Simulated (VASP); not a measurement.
Y:

```xyz
4
Lattice="3.5682 0.0000 0.0000 -1.7841 3.0901 0.0000 0.0000 0.0000 11.6023" Properties=species:S:1:pos:R:3 pbc="T T T"
Y     1.7841    1.0300    8.7018
Y     0.0000    0.0000    5.8012
Y     0.0000    2.0601    2.9006
Y     0.0000    0.0000    0.0000
```

Base run:

| Item | Value |
| --- | --- |
| Program | VASP 6.6.1 |
| Functional | PBEsol |
| Potentials or basis | VASP PAW PBE potentials, release 64 (Y_sv) |
| Cutoff | 520 eV |
| k mesh | 8 × 8 × 3 |
| Occupations | fermi-dirac, width 0.05 eV |
| Spin | no spin polarisation |

Its results: band gap on the k mesh zero (bands 22 and 23 overlap by 1.06 eV); pressure -1.5 GPa.

**Question.** The run is repeated on the same cell with these changes: functional from PBEsol to PBE; further incar settings from ALGO = Fast; EDIFF = 1e-06; NBANDS = 30 to ALGO = Normal; EDIFF = 1e-07; NBANDS = 30. What comes out?

**Answer.** Band gap on the k mesh zero (bands 22 and 23 overlap by 1.07 eV); pressure 0.5 GPa.

Caveats: the PAW data sets were made with another functional, which shifts forces and pressure a little (at least some runs).
